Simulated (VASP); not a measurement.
Runs of VASP 6.6.1 on C. The structure is that of space group R-3m (No. 166), or close to it. The cells are those of the table. 

```tsv
task	level	potentials or basis	cell	k mesh	cutoff (eV)	grid for exact exchange (PRECFOCK)	share of exact exchange	screening parameter	pressure (GPa)	largest force (eV/Å)
single point	HSE06	VASP PAW PBE potentials, release 64 (C)	a = 2.406, b = 2.406, c = 3.688 Å, angles 108.5, 108.5, 60.0°, 2 atoms	8 × 8 × 4	520	Normal	0.25	0.2079 1/Å	(a)	0.01
single point	HSE06	VASP PAW PBE potentials, release 64 (C)	a = 2.505, b = 2.505, c = 3.838 Å, angles 108.5, 108.5, 60.0°, 2 atoms	8 × 8 × 4	520	Normal	0.25	0.2079 1/Å	-15.9	0.01
single point	HSE06	VASP PAW PBE potentials, release 64 (C)	a = 2.440, b = 2.440, c = 3.739 Å, angles 108.5, 108.5, 60.0°, 2 atoms	8 × 8 × 4	520	Normal	0.25	0.2079 1/Å	4.5	0.01
relaxation of cell and atoms	LDA	VASP PAW LDA potentials, release 64 (C_h)	relaxed from a = 2.456, b = 2.456, c = 3.765 Å, angles 108.5, 108.5, 60.0°, 2 atoms	13 × 13 × 8	1300	-	-	-	0.0	-
```

Alike in all rows: no spin polarisation; smearing fermi-dirac 0.05 eV.

Task: Fill in the values left out.

Result: (a) 17.8.

Caveats: some runs use coarse meshes; this functional lacks dispersion, which binds layers or chains, so the pressure and a relaxed spacing across them are unreliable (at least some runs); the PAW data sets were made with another functional, which shifts forces and pressure a little (at least some runs).
